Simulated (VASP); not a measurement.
# AlNi (Pm-3m) in VASP: notebook

AlNi is run at these levels: r2SCAN; tasks: single point.

All numbers are computed with VASP 6.6.1; they aren't measurements. Logs are shortened: lines on timing, memory, paths and dates and some standing lists are left out, and cuts for length are marked.

## (1) The cell of the first run

It takes space group Pm-3m (No. 221, cubic). Conventional cell: a = 2.805 Å, b = 2.805 Å, c = 2.805 Å, α = 90.00°, β = 90.00°, γ = 90.00°. Within 3.2 Å of Al (site symmetry m-3m) lie 8 Ni at 2.43 Å and 6 Al at 2.80 Å. Ni (site symmetry m-3m) has 8 Al at 2.43 Å and 6 Ni at 2.80 Å within 3.2 Å.

## (2) Single point, r2SCAN (volume scaled by 0.94)

The input, POSCAR:

```
AlNi
1.0
    2.8047206961      0.0000000000      0.0000000000
    0.0000000000      2.8047206961      0.0000000000
    0.0000000000      0.0000000000      2.8047206961
Al Ni
1 1
Direct
    0.0000000000      0.0000000000      0.0000000000
    0.5000000000      0.5000000000      0.5000000000
```

The input, INCAR.step1:

```
ALGO = Normal
EDIFF = 1E-4
ENCUT = 520
GGA = PE
ISMEAR = 0
LASPH = T
LCHARG = F
LREAL = F
LWAVE = T
NBANDS = 14
NELM = 100
PREC = Accurate
SIGMA = 0.1
```

The input, INCAR.step2:

```
ALGO = Normal
EDIFF = 1E-6
ENCUT = 520
ISIF = 2
ISMEAR = 0
ISTART = 1
LASPH = T
LCHARG = T
LELF = T
LMIXTAU = T
LREAL = F
LVHAR = T
LWAVE = F
METAGGA = R2SCAN
NBANDS = 14
NELM = 100
PREC = Accurate
SIGMA = 0.1
```

The input, KPOINTS:

```
k-points
0
Gamma
  14 14 14
```

Potentials or basis: VASP PAW PBE potentials, release 64 (Al, Ni).

Started as:

```bash
> cat potpaw_PBE.64/Al/POTCAR potpaw_PBE.64/Ni/POTCAR > POTCAR
> cp INCAR.step1 INCAR
> mpirun -np 1 vasp_std > vasp.out
> cp INCAR.step2 INCAR
> mpirun -np 1 vasp_std > vasp.out
```

OUTCAR:

```text
EDIFF = 1E-6
   ENCUT = 520
   ISIF = 2
   ISMEAR = 0
   ISTART = 1
   LASPH = T
   LREAL = F
   METAGGA = R2SCAN
   NELM = 100
   PREC = Accurate

 ion  position               nearest neighbor table
   1  0.000  0.000  0.000-   2 2.43   2 2.43   2 2.43   2 2.43   2 2.43   2 2.43   2 2.43   2 2.43

   2  0.500  0.500  0.500-   1 2.43   1 2.43   1 2.43   1 2.43   1 2.43   1 2.43   1 2.43   1 2.43

  LATTYP: Found a simple cubic cell.
 ALAT       =     2.8047206961

  Lattice vectors:

 A1 = (   2.8047206961,   0.0000000000,   0.0000000000)
 A2 = (   0.0000000000,   2.8047206961,   0.0000000000)
 A3 = (   0.0000000000,   0.0000000000,   2.8047206961)

Analysis of symmetry for initial positions (statically):
=====================================================================
 Subroutine PRICEL returns:
 Original cell was already a primitive cell.

 Routine SETGRP: Setting up the symmetry group for a
 simple cubic supercell.

 Subroutine GETGRP returns: Found 48 space group operations
 (whereof 48 operations were pure point group operations)
 out of a pool of 48 trial point group operations.

The static configuration has the point symmetry O_h .

Analysis of symmetry for dynamics (positions and initial velocities):
=====================================================================
 Subroutine PRICEL returns:
 Original cell was already a primitive cell.

 Routine SETGRP: Setting up the symmetry group for a
 simple cubic supercell.

 Subroutine GETGRP returns: Found 48 space group operations
 (whereof 48 operations were pure point group operations)
 out of a pool of 48 trial point group operations.

The dynamic configuration has the point symmetry O_h .

 Subroutine INISYM returns: Found 48 space group operations
 (whereof 48 operations are pure point group operations),
 and found     1 'primitive' translations

----------------------------------------------------------------------------------------

                                     Primitive cell

  volume of cell :      22.0632

  direct lattice vectors                    reciprocal lattice vectors
     2.804720696  0.000000000  0.000000000     0.356541741  0.000000000  0.000000000
     0.000000000  2.804720696  0.000000000     0.000000000  0.356541741  0.000000000
     0.000000000  0.000000000  2.804720696     0.000000000  0.000000000  0.356541741

  length of vectors
     2.804720696  2.804720696  2.804720696     0.356541741  0.356541741  0.356541741

  position of ions in fractional coordinates (direct lattice)
     0.000000000  0.000000000  0.000000000
     0.500000000  0.500000000  0.500000000

  ion indices of the primitive-cell ions
   primitive index   ion index
                 1           1
                 2           2

----------------------------------------------------------------------------------------

 KPOINTS: k-points

Automatic generation of k-mesh.
 Grid dimensions read from file:
 generate k-points for:   14   14   14

 Generating k-lattice:

  Cartesian coordinates                     Fractional coordinates (reciprocal lattice)
     0.025467267  0.000000000  0.000000000     0.071428571  0.000000000  0.000000000
     0.000000000  0.025467267  0.000000000     0.000000000  0.071428571  0.000000000
     0.000000000  0.000000000  0.025467267     0.000000000  0.000000000  0.071428571

  Length of vectors
     0.025467267  0.025467267  0.025467267

  Shift w.r.t. Gamma in fractional coordinates (k-lattice)
     0.000000000  0.000000000  0.000000000

 Subroutine IBZKPT returns following result:
 ===========================================

 Found    120 irreducible k-points:

 Following reciprocal coordinates:
            Coordinates               Weight
  0.000000  0.000000  0.000000      1.000000
  0.071429  0.000000  0.000000      6.000000
  0.142857  0.000000  0.000000      6.000000
  0.214286  0.000000  0.000000      6.000000
  0.285714  0.000000  0.000000      6.000000
  0.357143  0.000000  0.000000      6.000000
[... 16 lines left out ...]
  0.285714  0.214286  0.000000     24.000000
  0.357143  0.214286  0.000000     24.000000
 [... further k-points ...]
   k-points           NKPTS =    120   k-points in BZ     NKDIM =    120   number of bands    NBANDS=     14
   number of dos      NEDOS =    301   number of ions     NIONS =      2
   total plane-waves  NPLWV =  13824
   dimension x,y,z NGX =    24 NGY =   24 NGZ =   24
   dimension x,y,z NGXF=    48 NGYF=   48 NGZF=   48
   ions per type =               1   1
   NGX,Y,Z   is equivalent  to a cutoff of  14.23, 14.23, 14.23 a.u.
   NGXF,Y,Z  is equivalent  to a cutoff of  28.45, 28.45, 28.45 a.u.
 SYSTEM =  unknown system
   PREC   = accura    normal or accurate (medium, high low for compatibility)
   ISTART =      1    job   : 0-new  1-cont  2-samecut
   ICHARG =      0    charge: 1-file 2-atom 10-const
   ISPIN  =      1    spin polarized calculation?
   LNONCOLLINEAR =      F non collinear calculations
   LSORBIT =      F    spin-orbit coupling
   LASPH  =      T    aspherical Exc in radial PAW
   ENCUT  =  520.0 eV  38.22 Ry    6.18 a.u.   5.21  5.21  5.21*2*pi/ulx,y,z
   NELM   =    100;   NELMIN=  2; NELMDL=  0     # of ELM steps
   EDIFF  = 0.1E-05   stopping-criterion for ELM
   LREAL  =      F    real-space projection
   EDIFFG = 0.1E-04   stopping-criterion for IOM
   NSW    =      0    number of steps for IOM
   IBRION =     -1    ionic relax: 0-MD 1-quasi-New 2-CG
   NFREE  =      0    steps in history (QN), initial steepest desc. (CG)
   ISIF   =      2    stress and relaxation
   ISYM   =      2    0-nonsym 1-usesym 2-fastsym
   POTIM  = 0.5000    time-step for ionic-motion
   TEBEG  =    0.0;   TEEND  =   0.0 temperature during run
   PSTRESS=    0.0 pullay stress
   NELECT =      13.0000    total number of electrons
   NUPDOWN=      -1.0000    fix difference up-down
   EMIN   =  10.00;   EMAX   =-10.00  energy-range for DOS
   EFERMI =   0.00;   METHOD = LEGACY
   ISMEAR =     0;   SIGMA  =   0.10  broadening in eV -4-tet -1-fermi 0-gaus
   EFERMI_NEDOS =   21; number of points for ismear=-14 and -15
   IALGO  =     38    algorithm
   IMIX   =      4    mixing-type and parameters
     AMIX     =   0.40;   BMIX     =  1.00
     AMIX_MAG =   1.60;   BMIX_MAG =  1.00
  volume/ion in A,a.u.               =      11.03        74.44
  Fermi-wavevector in a.u.,A,eV,Ry     =   1.372460  2.593573 25.628562  1.883646
  Thomas-Fermi vector in A             =   2.498065
   LORBIT       =      0    0 simple, 1 ext, 2 COOP (PROOUT), +10 PAW based schemes
   METAGGA = R2SCAN    functional components
   LHFCALC =     F    Hartree Fock is set to
   AEXX    =    0.0000 exact exchange contribution
   IVDW    =     0    specifies the selected vdW correction
   LEPSILON=     F    determine dielectric tensor
   LRPA    =     F    only Hartree local field effects (RPA)
 non-spin polarized calculation
 Gauss-broadening in eV      SIGMA  =   0.10
  energy-cutoff  :      520.00
  volume of cell :       22.06
 maximum number of plane-waves:       624
 NGX is ok and might be reduce to    24
   NGX = 11   NGY = 11   NGZ = 11

 number of electron      12.9999986 magnetization

 Free energy of the ion-electron system (eV)
  ---------------------------------------------------
  ext. energy  EPLUGINS =         0.00000000
  ---------------------------------------------------
  free energy    TOTEN  =       -20.01850279 eV

  energy without entropy =      -20.01367077  energy(sigma->0) =      -20.01608678

 E-fermi :  10.9590     XC(G=0): -13.4431

 val. band max:       10.9424614458   @ k =   0.5000   0.3571   0.3571
 cond. band min:      10.9790267638   @ k =   0.3571   0.2143   0.0714
 fundamental gap:      0.0365653180
 Fermi energy:        10.9589519390

 k-point     1 :       0.0000    0.0000    0.0000
  band No.  band energies     occupation
      1      -1.3479      2.00000
      2       7.2184      2.00000
      3       7.2184      2.00000
      4       9.2007      2.00000
      5       9.2007      2.00000
      6       9.2007      2.00000
      7      17.2520      0.00000
      8      17.2520      0.00000
      9      17.2520      0.00000
     10      19.6557      0.00000
     11      19.6557      0.00000
     12      27.5780      0.00000
     13      34.0131      0.00000
     14      34.0131      0.00000

 k-point     2 :       0.0714    0.0000    0.0000
  band No.  band energies     occupation
      1      -1.2432      2.00000
      2       7.2108      2.00000
      3       7.2453      2.00000
      4       9.1540      2.00000
      5       9.1540      2.00000
      6       9.2057      2.00000
      7      16.0986      0.00000
      8      17.3887      0.00000
      9      17.3887      0.00000
     10      19.6582      0.00000
     11      20.7405      0.00000
     12      27.9045      0.00000
     13      32.8607      0.00000
     14      32.8607      0.00000

 k-point     3 :       0.1429    0.0000    0.0000
  band No.  band energies     occupation
      1      -0.9308      2.00000
      2       7.1620      2.00000
      3       7.3215      2.00000
      4       9.0279      2.00000
      5       9.0279      2.00000
      6       9.2199      2.00000
      7      14.3219      0.00000
      8      17.7854      0.00000
      9      17.7854      0.00000
     10      19.6654      0.00000
     11      22.2870      0.00000
     12      28.9228      0.00000
     13      31.0046      0.00000
     14      31.0046      0.00000

 k-point     4 :       0.2143    0.0000    0.0000
  band No.  band energies     occupation
      1      -0.4160      2.00000
      2       6.9865      2.00000
      3       7.4343      2.00000
      4       8.8564      2.00000
      5       8.8564      2.00000
      6       9.2404      2.00000
      7      12.6895      0.00000
      8      18.4094      0.00000
      9      18.4094      0.00000
     10      19.6768      0.00000
     11      23.5797      0.00000
     12      29.1427      0.00000
     13      29.1427      0.00000
     14      30.6243      0.00000

 k-point     5 :       0.2857    0.0000    0.0000
  band No.  band energies     occupation
      1       0.2919      2.00000
      2       6.5354      2.00000
      3       7.5635      2.00000
      4       8.6787      2.00000
      5       8.6787      2.00000
      6       9.2632      2.00000
      7      11.4419      0.00000
      8      19.2220      0.00000
      9      19.2220      0.00000
     10      19.6909      0.00000
     11      24.6450      0.00000
[... 276 lines left out ...]
 k-point    22 :       0.2143    0.2143    0.0000
  band No.  band energies     occupation
      1       0.4875      2.00000
      2       7.2778      2.00000
      3       7.2898      2.00000
      4       8.4698      2.00000
      5       8.8664      2.00000
      6       8.9572      2.00000
      7      12.7662      0.00000
      8      14.4096      0.00000
      9      19.5325      0.00000
     10      21.2520      0.00000
     11      24.7293      0.00000
     12      27.0872      0.00000
     13      29.7051      0.00000
     14      29.7803      0.00000

 k-point    23 :       0.2857    0.2143    0.0000
  band No.  band energies     occupation
      1       1.1703      2.00000
      2       6.8922      2.00000
      3       7.4760      2.00000
      4       8.3625      2.00000
      5       8.7308      2.00000
      6       8.9523      2.00000
      7      11.7955      0.00000
      8      14.5927      0.00000
      9      20.3271      0.00000
     10      20.6801      0.00000
     11      23.9836      0.00000
     12      28.0391      0.00000
     13      28.4453      0.00000
     14      30.1660      0.00000

 k-point    24 :       0.3571    0.2143    0.0000
  band No.  band energies     occupation
      1       2.0192      2.00000
      2       6.1767      2.00000
      3       7.6761      2.00000
      4       8.3054      2.00000
      5       8.5900      2.00000
      6       8.9748      2.00000
      7      10.9092      1.51825
      8      15.2542      0.00000
      9      19.5729      0.00000
     10      21.2790      0.00000
     11      23.9349      0.00000
     12      26.4469      0.00000
     13      28.7970      0.00000
     14      30.5957      0.00000

 [... further k-points ...]
[... 5 lines left out ...]
  --------------------------------------------------------------------------------------
  -------------------------------------------------------------------------------------
  Total        1.6835180      1.6835180      1.6835180     -0.0000000     -0.0000000      0.0000000
  in kB      122.2529902    122.2529902    122.2529902     -0.0000000     -0.0000000      0.0000000
  external PRESSURE =     122.2529902 kB  Pullay stress =       0.0000000 kB

 VOLUME and BASIS-vectors are now :
 -----------------------------------------------------------------------------
  energy-cutoff  :      520.00
  volume of cell :       22.06
      direct lattice vectors                 reciprocal lattice vectors
     2.804720696  0.000000000  0.000000000     0.356541741  0.000000000  0.000000000
     0.000000000  2.804720696  0.000000000     0.000000000  0.356541741  0.000000000
     0.000000000  0.000000000  2.804720696     0.000000000  0.000000000  0.356541741

 POSITION                                       TOTAL-FORCE (eV/Angst)
 -----------------------------------------------------------------------------------
      0.00000      0.00000      0.00000         0.000000      0.000000      0.000000
      1.40236      1.40236      1.40236         0.000000      0.000000      0.000000
 -----------------------------------------------------------------------------------
    total drift:                                0.000000      0.000000     -0.000000

  FREE ENERGIE OF THE ION-ELECTRON SYSTEM (eV)
  ---------------------------------------------------
  free  energy   TOTEN  =       -20.0185027861 eV

  energy  without entropy=      -20.0136707743  energy(sigma->0) =      -20.01608678
```

Run time: 59 s. Hardware: 1 thread of Intel Xeon Platinum 8488C (Sapphire Rapids), shared host; peak memory 0.17 GiB.

Results:

```yaml
Free_energy: -20.0185 eV
Pressure: 12.2 GPa
```

Caveat: the PAW data sets were made with another functional, which shifts forces and pressure a little.

## (3) Single point, r2SCAN (volume scaled by 0.97)

The input, POSCAR:

```
AlNi
1.0
    2.8342462416      0.0000000000      0.0000000000
    0.0000000000      2.8342462416      0.0000000000
    0.0000000000      0.0000000000      2.8342462416
Al Ni
1 1
Direct
    0.0000000000      0.0000000000      0.0000000000
    0.5000000000      0.5000000000      0.5000000000
```

Edit INCAR.step1 of step 2 so:

```diff
@@ -10,3 +10,3 @@
 NBANDS = 14
-NELM = 100
+NELM = 80
 PREC = Accurate
```

The input, INCAR.step2:

```
ALGO = Normal
EDIFF = 1E-6
ENCUT = 520
ISIF = 2
ISMEAR = 0
ISTART = 1
LASPH = T
LCHARG = F
LMIXTAU = T
LREAL = F
LWAVE = F
METAGGA = R2SCAN
NBANDS = 14
NELM = 80
PREC = Accurate
SIGMA = 0.1
```

KPOINTS is that of step 2.

Potentials or basis: VASP PAW PBE potentials, release 64 (Al, Ni).

Started as:

```bash
> cat potpaw_PBE.64/Al/POTCAR potpaw_PBE.64/Ni/POTCAR > POTCAR
> cp INCAR.step1 INCAR
> mpirun -np 1 vasp_std > vasp.out
> cp INCAR.step2 INCAR
> mpirun -np 1 vasp_std > vasp.out
```

Run time: 58 s. Hardware: 1 thread of Intel Xeon Platinum 8488C (Sapphire Rapids), shared host; peak memory 0.17 GiB.

The run converged. Its results:

| Property | Result |
| --- | --- |
| Free energy | -20.0572 eV |
| Pressure | 5.5 GPa |

Levels at points of the mesh, in eV from the Fermi level:
| k point | band 5 | band 6 | band 7 | band 8 | band 9 | band 10 |
| --- | --- | --- | --- | --- | --- | --- |
| (0.00, 0.00, 0.00) | -1.68 | -1.68 | 6.15 | 6.15 | 6.15 | 8.59 |
| (0.50, 0.00, 0.00) | -2.46 | -1.58 | -0.65 | 8.73 | 10.84 | 10.84 |
| (0.50, 0.50, 0.00) | -2.28 | -2.28 | -1.07 | 1.71 | 2.98 | 13.90 |
| (0.50, 0.50, 0.50) | -1.03 | 2.02 | 2.02 | 2.02 | 4.89 | 4.89 |

Caveat: the PAW data sets were made with another functional, which shifts forces and pressure a little.
